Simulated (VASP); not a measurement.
The system is NaCl.

```
Na Cl
1.0
     0.00000    3.08727    3.08727
     3.08727    0.00000    3.08727
     3.08727    3.08727    0.00000
Na Cl
1 1
Direct
  0.00000 0.00000 0.00000
  0.25000 0.25000 0.25000
```

Base run:

* Program: VASP 6.6.1
* Functional: r2SCAN
* Potentials or basis: VASP PAW PBE potentials, release 64 (Na_pv, Cl)
* Cutoff: 520 eV
* k mesh: 6 × 6 × 6
* Occupations: gaussian, width 0.01 eV
* Spin: no spin polarisation

Its results: band gap on the k mesh 5.57 eV, direct; pressure -0.1 GPa.

**Question.** The run is repeated on the same cell with these changes: functional from r2SCAN to PBE. What comes out?

**Answer.** Band gap on the k mesh 4.94 eV, direct; pressure 0.7 GPa.

r2SCAN gives the wider gap, since meta-GGAs in the generalised Kohn-Sham scheme recover part of the derivative discontinuity.

Caveats: the PAW data sets were made with another functional, which shifts forces and pressure a little (some runs).

